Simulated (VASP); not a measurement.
As:

```
As
1.0
     2.70368    0.00000    0.00000
     0.00000    2.70368    0.00000
     0.00000    0.00000    2.70368
As
1
Direct
  0.50000 0.50000 0.50000
```

- Program: VASP 6.6.1
- Task: relaxation of cell and atoms
- Functional: RPBE
- Dispersion: D3(BJ)
- Potentials or basis: VASP PAW PBE potentials, release 64 (As)
- Cutoff: 600 eV
- k mesh: 10 × 10 × 10
- Occupations: fermi-dirac, width 0.05 eV
- Spin: no spin polarisation

At the start: pressure -16.2 GPa; volume 19.76 Å³/atom.

Task: Where does the relaxation end?

Result: Over 3 steps the energy falls by 186.0 meV/atom and the volume is 16.59 Å³/atom (-16.0 %); space group Pm-3m (No. 221, to 0.05 Å).

The path:
```csv
step,energy change (eV),largest force (eV/Å),pressure (GPa),volume (Å³)
1,0.0000,0.0000,-16.16,19.76
2,-0.0728,0.0000,20.89,14.59
3,-0.1860,0.0000,-0.04,16.59
```

Final structure:
```
CELL_PARAMETERS angstrom
2.55059 0.00000 0.00000
0.00000 2.55059 0.00000
0.00000 0.00000 2.55059
ATOMIC_POSITIONS crystal
As 0.50000 0.50000 0.50000
```

Caveat: the volume moved by over 15 % at a fixed basis, so the end points are rough; the PAW data sets were made with another functional, which shifts forces and pressure a little; pairwise dispersion overbinds metals, which lowers pressure and volume.
